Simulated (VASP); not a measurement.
Wanted: the native input for a VASP 6.6.1 run.

- Task: single point
- Functional: r2SCAN
- Potentials or basis: VASP PAW PBE potentials, release 64 (Ga_d, Co_sv)
- Cutoff: 660 eV
- k mesh: 9 × 9 × 9
- Occupations: tetrahedron
- Spin: collinear spin, ferromagnetic start
- Starting moments: [0.0, 2.0] μB
- Hubbard terms: Co d U = 6.2 eV
- Dipole correction: no
- Further INCAR settings: ALGO = Normal; EDIFF = 1e-06; NBANDS = 26

Crystal: GaCo.

```
Ga Co
1.0
     2.85868    0.00000    0.00000
     0.00000    2.85868    0.00000
     0.00000    0.00000    2.85868
Ga Co
1 1
Direct
  0.50000 0.50000 0.50000
  0.00000 0.00000 0.00000
```

The input as run:

POSCAR

```
GaCo
1.0
    2.8586839818      0.0000000000      0.0000000000
    0.0000000000      2.8586839818      0.0000000000
    0.0000000000      0.0000000000      2.8586839818
Ga Co
1 1
Direct
    0.5000000000      0.5000000000      0.5000000000
    0.0000000000      0.0000000000      0.0000000000
```

INCAR.step1

```
SYSTEM = GaCo
  PREC = Accurate
  ENCUT = 660
  ISMEAR = -5
  SIGMA = 0.1
  LREAL = .False.
  LASPH = .True.
  NELM = 200
  ISPIN = 2
  MAGMOM = 0 2
  LMAXMIX = 4
  LDAU = .True.
  LDAUTYPE = 2
  LDAUL = -1 2
  LDAUU = 0 6.2
  LDAUJ = 0 0
  NBANDS = 26
  GGA = PE
  ALGO = Normal
  EDIFF = 1E-5
  LWAVE = .True.
  LCHARG = .False.
  GGA_COMPAT = .False.
```

INCAR.step2

```
SYSTEM = GaCo
  PREC = Accurate
  ENCUT = 660
  EDIFF = 1E-6
  ISMEAR = -5
  SIGMA = 0.1
  LREAL = .False.
  LASPH = .True.
  NELM = 200
  ALGO = Normal
  ISIF = 2
  LWAVE = .False.
  LCHARG = .True.
  ISPIN = 2
  MAGMOM = 0 2
  LORBIT = 11
  LMAXMIX = 4
  LDAU = .True.
  LDAUTYPE = 2
  LDAUL = -1 2
  LDAUU = 0 6.2
  LDAUJ = 0 0
  LDAUPRINT = 1
  METAGGA = R2SCAN
  LMIXTAU = .True.
  LELF = .True.
  LVHAR = .True.
  NBANDS = 26
  ISTART = 1
  GGA_COMPAT = .False.
```

KPOINTS

```
Automatic mesh
0
Gamma
  9 9 9
  0 0 0
```

Potentials or basis: VASP PAW PBE potentials, release 64 (Ga_d, Co_sv).

Command:

```sh
$ cat potpaw_PBE.64/Ga_d/POTCAR potpaw_PBE.64/Co_sv/POTCAR > POTCAR
$ cp INCAR.step1 INCAR
$ mpirun -np 1 vasp_std > vasp.out
$ cp INCAR.step2 INCAR
$ mpirun -np 1 vasp_std > vasp.out
```

Results of the run:

```yaml
Pressure: 27.2 GPa
Net_moment: 1.79 μB per cell
Site_moments: Ga -0.06; Co +1.82 μB
Valence_electrons_inside_the_program's_atomic_spheres: Ga 11.87; Co 15.29
```

Caveat: the cell stands under pressure; the PAW data sets were made with another functional, which shifts forces and pressure a little; the U is typed as a test and isn't derived for this compound; tetrahedron occupations give inexact forces and stress in metals.

Wall time 89 s on 1 thread of Intel(R) Xeon(R) 6975P-C (Granite Rapids), on a shared host, peak memory 0.19 GiB.
